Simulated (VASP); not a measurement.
# B (R-3m) in VASP: single point with r2SCAN

Aim: the single point of B with r2SCAN.

Program: VASP 6.6.1. These are calculated values, not measurements. Logs are shortened: lines on timing, memory, paths and dates and some standing lists are left out, and cuts for length are marked.

### 1 The cell of the first run

The structure is trigonal, space group R-3m (No. 166). Conventional cell: a = 4.885 Å, b = 4.885 Å, c = 12.507 Å, α = 90.00°, β = 90.00°, γ = 120.00°. Within 2.3 Å of B (site symmetry m) lie 6 B at 1.70 to 1.78 Å. B (site symmetry m) has 7 B at 1.77 to 2.01 Å within 2.3 Å.

### 2 Single point, r2SCAN

POSCAR

```
B
1.0
    4.8845890000      0.0000000000      0.0000000000
   -2.4422950000      4.2301860000      0.0000000000
   -2.4422950000      1.4100620000      4.1690190000
B
12
Direct
    0.0104000000      0.9896000000      0.6781000000
    0.0104000000      0.3427000000      0.6781000000
    0.6573000000      0.9896000000      0.6781000000
    0.9896000000      0.0104000000      0.3219000000
    0.3427000000      0.0104000000      0.3219000000
    0.9896000000      0.6573000000      0.3219000000
    0.2206000000      0.7794000000      0.0735000000
    0.2206000000      0.3677000000      0.0735000000
    0.6323000000      0.7794000000      0.0735000000
    0.7794000000      0.2206000000      0.9265000000
    0.3677000000      0.2206000000      0.9265000000
    0.7794000000      0.6323000000      0.9265000000
```

INCAR.step1

```
SYSTEM = B
ALGO     = Normal         ! electronic algorithm
EDIFF    = 1E-4           ! SCF threshold, eV
ENCUT    = 520            ! plane-wave cutoff, eV
GGA      = PE             ! functional
ISMEAR   = -1             ! smearing method
LASPH    = .TRUE.         ! aspherical terms in the spheres
LCHARG   = .FALSE.        ! write CHGCAR
LREAL    = .FALSE.        ! projectors in reciprocal space
LWAVE    = .TRUE.         ! write WAVECAR
NBANDS   = 30             ! bands
NELM     = 60             ! most SCF steps
PREC     = Accurate       ! precision mode
SIGMA    = 0.1            ! smearing width, eV
```

INCAR.step2

```
SYSTEM = B
ALGO     = Normal         ! electronic algorithm
EDIFF    = 1E-7           ! SCF threshold, eV
ENCUT    = 520            ! plane-wave cutoff, eV
ISIF     = 2              ! what is computed and relaxed
ISMEAR   = -1             ! smearing method
ISTART   = 1            
LASPH    = .TRUE.         ! aspherical terms in the spheres
LCHARG   = .FALSE.        ! write CHGCAR
LMIXTAU  = .TRUE.       
LREAL    = .FALSE.        ! projectors in reciprocal space
LWAVE    = .FALSE.        ! write WAVECAR
METAGGA  = R2SCAN         ! meta-GGA
NBANDS   = 30             ! bands
NELM     = 60             ! most SCF steps
PREC     = Accurate       ! precision mode
SIGMA    = 0.1            ! smearing width, eV
```

KPOINTS

```
k-points
0
G
  6 6 6
  0 0 0
```

Potentials or basis: VASP PAW PBE potentials, release 64 (B).

On the command line:

```
$ cat potpaw_PBE.64/B/POTCAR > POTCAR
$ cp INCAR.step1 INCAR
$ mpirun -np 1 vasp_std > vasp.out
$ cp INCAR.step2 INCAR
$ mpirun -np 1 vasp_std > vasp.out
```

OUTCAR:

```text
SYSTEM = B
   EDIFF = 1E-7
   ENCUT = 520
   ISIF = 2
   ISMEAR = -1
   ISTART = 1
   LASPH = .TRUE.
   LREAL = .FALSE.
   METAGGA = R2SCAN
   NELM = 60
   PREC = Accurate

 ion  position               nearest neighbor table
   1  0.010  0.990  0.678-   4 1.70   3 1.72   2 1.72   7 1.78  12 1.78  11 1.78
   2  0.010  0.343  0.678-   6 1.70   3 1.72   1 1.72   8 1.78  11 1.78  10 1.78
   3  0.657  0.990  0.678-   5 1.70   1 1.72   2 1.72   9 1.78  12 1.78  10 1.78
   4  0.990  0.010  0.322-   1 1.70   5 1.72   6 1.72  10 1.78   8 1.78   9 1.78
   5  0.343  0.010  0.322-   3 1.70   4 1.72   6 1.72  11 1.78   8 1.78   7 1.78
   6  0.990  0.657  0.322-   2 1.70   5 1.72   4 1.72  12 1.78   9 1.78   7 1.78
   7  0.221  0.779  0.074-  12 1.77  11 1.77   1 1.78   6 1.78   5 1.78   9 2.01   8 2.01
   8  0.221  0.368  0.074-  10 1.77  11 1.77   2 1.78   4 1.78   5 1.78   9 2.01   7 2.01
   9  0.632  0.779  0.074-  12 1.77  10 1.77   3 1.78   6 1.78   4 1.78   7 2.01   8 2.01
  10  0.779  0.221  0.926-   8 1.77   9 1.77   4 1.78   2 1.78   3 1.78  11 2.01  12 2.01
  11  0.368  0.221  0.926-   8 1.77   7 1.77   5 1.78   2 1.78   1 1.78  10 2.01  12 2.01
  12  0.779  0.632  0.926-   7 1.77   9 1.77   6 1.78   1 1.78   3 1.78  11 2.01  10 2.01

  LATTYP: Found a trigonal (rhomboedric) cell.
 ALAT       =     5.0332692292
 COS(alpha) =     0.5291020293

  Lattice vectors:

 A1 = (  -2.4422950000,   1.4100620000,   4.1690190000)
 A2 = (  -0.0000000000,  -2.8201240000,   4.1690190000)
 A3 = (   2.4422940000,   1.4100620000,   4.1690190000)

Analysis of symmetry for initial positions (statically):
=====================================================================
 Subroutine PRICEL returns:
 Original cell was already a primitive cell.

 Routine SETGRP: Setting up the symmetry group for a
 trigonal (rhombohedral) supercell.

 Subroutine GETGRP returns: Found 12 space group operations
 (whereof 12 operations were pure point group operations)
 out of a pool of 12 trial point group operations.

The static configuration has the point symmetry D_3d.

Analysis of symmetry for dynamics (positions and initial velocities):
=====================================================================
 Subroutine PRICEL returns:
 Original cell was already a primitive cell.

 Routine SETGRP: Setting up the symmetry group for a
 trigonal (rhombohedral) supercell.

 Subroutine GETGRP returns: Found 12 space group operations
 (whereof 12 operations were pure point group operations)
 out of a pool of 12 trial point group operations.

The dynamic configuration has the point symmetry D_3d.

 Subroutine INISYM returns: Found 12 space group operations
 (whereof 12 operations are pure point group operations),
 and found     1 'primitive' translations

----------------------------------------------------------------------------------------

                                     Primitive cell

  volume of cell :      86.1433

  direct lattice vectors                    reciprocal lattice vectors
     4.884589000  0.000000000  0.000000000     0.204725515  0.118198137  0.079954877
    -2.442295000  4.230186000  0.000000000     0.000000000  0.236396225 -0.079954861
    -2.442295000  1.410062000  4.169019000     0.000000000  0.000000000  0.239864582

  length of vectors
     4.884589000  4.884596039  5.033269229     0.249551835  0.249551507  0.239864582

  position of ions in fractional coordinates (direct lattice)
     0.010400000  0.989600000  0.678100000
     0.010400000  0.342700000  0.678100000
     0.657300000  0.989600000  0.678100000
     0.989600000  0.010400000  0.321900000
     0.342700000  0.010400000  0.321900000
     0.989600000  0.657300000  0.321900000
     0.220600000  0.779400000  0.073500000
     0.220600000  0.367700000  0.073500000
     0.632300000  0.779400000  0.073500000
     0.779400000  0.220600000  0.926500000
     0.367700000  0.220600000  0.926500000
     0.779400000  0.632300000  0.926500000

  ion indices of the primitive-cell ions
   primitive index   ion index
                 1           1
                 2           2
                 3           3
                 4           4
                 5           5
                 6           6
                 7           7
                 8           8
                 9           9
                10          10
                11          11
                12          12

----------------------------------------------------------------------------------------

 KPOINTS: k-points

Automatic generation of k-mesh.
 Grid dimensions read from file:
 generate k-points for:    6    6    6

 Generating k-lattice:

  Cartesian coordinates                     Fractional coordinates (reciprocal lattice)
     0.034120919  0.019699689  0.013325813     0.166666667  0.000000000  0.000000000
     0.000000000  0.039399371 -0.013325810     0.000000000  0.166666667  0.000000000
     0.000000000  0.000000000  0.039977430     0.000000000  0.000000000  0.166666667

  Length of vectors
     0.041591973  0.041591918  0.039977430

  Shift w.r.t. Gamma in fractional coordinates (k-lattice)
     0.000000000  0.000000000  0.000000000

 Subroutine IBZKPT returns following result:
 ===========================================

 Found     32 irreducible k-points:

 Following reciprocal coordinates:
            Coordinates               Weight
  0.000000  0.000000  0.000000      1.000000
  0.166667  0.000000  0.000000      6.000000
  0.333333  0.000000  0.000000      6.000000
  0.500000  0.000000  0.000000      3.000000
  0.166667  0.166667  0.000000      6.000000
  0.333333  0.166667  0.000000     12.000000
[... 16 lines left out ...]
  0.500000  0.500000  0.166667      6.000000
  0.166667 -0.333333  0.166667     12.000000
 [... further k-points ...]
   k-points           NKPTS =     32   k-points in BZ     NKDIM =     32   number of bands    NBANDS=     30
   number of dos      NEDOS =    301   number of ions     NIONS =     12
   total plane-waves  NPLWV =  51840
   dimension x,y,z NGX =    36 NGY =   36 NGZ =   40
   dimension x,y,z NGXF=    72 NGYF=   72 NGZF=   80
   ions per type =              12
   NGX,Y,Z   is equivalent  to a cutoff of  12.25, 12.25, 13.21 a.u.
   NGXF,Y,Z  is equivalent  to a cutoff of  24.51, 24.51, 26.42 a.u.
 SYSTEM =  B
   PREC   = accura    normal or accurate (medium, high low for compatibility)
   ISTART =      1    job   : 0-new  1-cont  2-samecut
   ICHARG =      0    charge: 1-file 2-atom 10-const
   ISPIN  =      1    spin polarized calculation?
   LNONCOLLINEAR =      F non collinear calculations
   LSORBIT =      F    spin-orbit coupling
   LASPH  =      T    aspherical Exc in radial PAW
   ENCUT  =  520.0 eV  38.22 Ry    6.18 a.u.   9.08  9.08  9.36*2*pi/ulx,y,z
   NELM   =     60;   NELMIN=  2; NELMDL=  0     # of ELM steps
   EDIFF  = 0.1E-06   stopping-criterion for ELM
   LREAL  =      F    real-space projection
   EDIFFG = 0.1E-05   stopping-criterion for IOM
   NSW    =      0    number of steps for IOM
   IBRION =     -1    ionic relax: 0-MD 1-quasi-New 2-CG
   NFREE  =      0    steps in history (QN), initial steepest desc. (CG)
   ISIF   =      2    stress and relaxation
   ISYM   =      2    0-nonsym 1-usesym 2-fastsym
   POTIM  = 0.5000    time-step for ionic-motion
   TEBEG  =    0.0;   TEEND  =   0.0 temperature during run
   PSTRESS=    0.0 pullay stress
   NELECT =      36.0000    total number of electrons
   NUPDOWN=      -1.0000    fix difference up-down
   EMIN   =  10.00;   EMAX   =-10.00  energy-range for DOS
   EFERMI =   0.00;   METHOD = LEGACY
   ISMEAR =    -1;   SIGMA  =   0.10  broadening in eV -4-tet -1-fermi 0-gaus
   EFERMI_NEDOS =   21; number of points for ismear=-14 and -15
   IALGO  =     38    algorithm
   IMIX   =      4    mixing-type and parameters
     AMIX     =   0.40;   BMIX     =  1.00
     AMIX_MAG =   1.60;   BMIX_MAG =  1.00
  volume/ion in A,a.u.               =       7.18        48.44
  Fermi-wavevector in a.u.,A,eV,Ry     =   1.223964  2.312956 20.382713  1.498087
  Thomas-Fermi vector in A             =   2.359056
   LORBIT       =      0    0 simple, 1 ext, 2 COOP (PROOUT), +10 PAW based schemes
   METAGGA = R2SCAN    functional components
   LHFCALC =     F    Hartree Fock is set to
   AEXX    =    0.0000 exact exchange contribution
   IVDW    =     0    specifies the selected vdW correction
   LEPSILON=     F    determine dielectric tensor
   LRPA    =     F    only Hartree local field effects (RPA)
 non-spin polarized calculation
  energy-cutoff  :      520.00
  volume of cell :       86.14
 maximum number of plane-waves:      2332
   NGX = 19   NGY = 19   NGZ = 19

 number of electron      36.0000000 magnetization

 Free energy of the ion-electron system (eV)
  ---------------------------------------------------
  ext. energy  EPLUGINS =         0.00000000
  ---------------------------------------------------
  free energy    TOTEN  =       -88.07055762 eV

  energy without entropy =      -88.07053611  energy(sigma->0) =      -88.07054686

 E-fermi :   6.6432     XC(G=0): -12.3246

 val. band max:        5.8893038658   @ k =   0.0000   0.0000   0.5000
 cond. band min:       7.5956839521   @ k =   0.0000   0.0000   0.0000
 fundamental gap:      1.7063800863
 Fermi energy:         6.6432252256

 k-point     1 :       0.0000    0.0000    0.0000
  band No.  band energies     occupation
      1     -11.3753      2.00000
      2      -5.3304      2.00000
      3      -5.0681      2.00000
      4      -5.0681      2.00000
      5      -3.7556      2.00000
      6      -3.0762      2.00000
[... 22 lines left out ...]
     29      16.3798      0.00000
     30      17.0537      0.00000

 k-point     2 :       0.1667    0.0000    0.0000
  band No.  band energies     occupation
      1     -11.2139      2.00000
      2      -6.2107      2.00000
      3      -5.4155      2.00000
      4      -5.3052      2.00000
      5      -3.5719      2.00000
      6      -2.8978      2.00000
[... 718 lines left out ...]
 k-point    24 :       0.1667   -0.3333    0.1667
  band No.  band energies     occupation
      1     -10.6044      2.00000
      2      -7.2465      2.00000
      3      -6.6911      2.00000
      4      -6.1605      2.00000
      5      -3.2996      2.00000
      6      -2.9639      2.00000
[... 22 lines left out ...]
     29      15.9987      0.00000
     30      16.3770      0.00000

 [... further k-points ...]
[... 5 lines left out ...]
  --------------------------------------------------------------------------------------
  -------------------------------------------------------------------------------------
  Total        1.6895803      1.6895866      0.3856910     -0.0000002      0.0000000     -0.0000000
  in kB       31.4244771     31.4245936      7.1734599     -0.0000037      0.0000000     -0.0000006
  external PRESSURE =      23.3408436 kB  Pullay stress =       0.0000000 kB

 VOLUME and BASIS-vectors are now :
 -----------------------------------------------------------------------------
  energy-cutoff  :      520.00
  volume of cell :       86.14
      direct lattice vectors                 reciprocal lattice vectors
     4.884589000  0.000000000  0.000000000     0.204725515  0.118198137  0.079954877
    -2.442295000  4.230186000  0.000000000     0.000000000  0.236396225 -0.079954861
    -2.442295000  1.410062000  4.169019000     0.000000000  0.000000000  0.239864582

 POSITION                                       TOTAL-FORCE (eV/Angst)
 -----------------------------------------------------------------------------------
     -4.02222      5.14236      2.82701         0.480222     -0.277257     -0.772215
     -2.44230      2.40585      2.82701        -0.000000      0.554514     -0.772215
     -0.86238      5.14236      2.82701        -0.480222     -0.277257     -0.772215
      4.02221      0.49789      1.34201        -0.480222      0.277257      0.772215
      0.86237      0.49789      1.34201         0.480222      0.277257      0.772215
      2.44229      3.23440      1.34201         0.000000     -0.554514      0.772215
     -1.00549      3.40065      0.30642         0.136615     -0.078875     -0.048814
     -0.00000      1.65908      0.30642        -0.000000      0.157750     -0.048814
      1.00549      3.40065      0.30642        -0.136615     -0.078875     -0.048814
      1.00549      2.23960      3.86260        -0.136615      0.078875      0.048814
     -1.00549      2.23960      3.86260         0.136615      0.078875      0.048814
     -0.00000      3.98117      3.86260         0.000000     -0.157750      0.048814
 -----------------------------------------------------------------------------------
    total drift:                                0.000000     -0.000000     -0.000000

  FREE ENERGIE OF THE ION-ELECTRON SYSTEM (eV)
  ---------------------------------------------------
  free  energy   TOTEN  =       -88.0705576166 eV

  energy  without entropy=      -88.0705361075  energy(sigma->0) =      -88.07054686
```

Wall time 7.9 min (1 thread of Intel Xeon 8259CL, shared host); peak memory 0.25 GiB.

Results:

- Free energy: -88.0706 eV
- Pressure: 2.3 GPa
- Largest force: 0.951 eV/Å
- Band gap on the k mesh: 1.71 eV (least direct gap 2.07 eV)

Forces in eV/Å, atoms in the order of the input:
```
B    0.480 -0.277 -0.772
B    0.000  0.555 -0.772
B   -0.480 -0.277 -0.772
B   -0.480  0.277  0.772
B    0.480  0.277  0.772
B    0.000 -0.555  0.772
B    0.137 -0.079 -0.049
B    0.000  0.158 -0.049
B   -0.137 -0.079 -0.049
B   -0.137  0.079  0.049
B    0.137  0.079  0.049
B    0.000 -0.158  0.049
```

Caveat: the PAW data sets were made with another functional, which shifts forces and pressure a little.
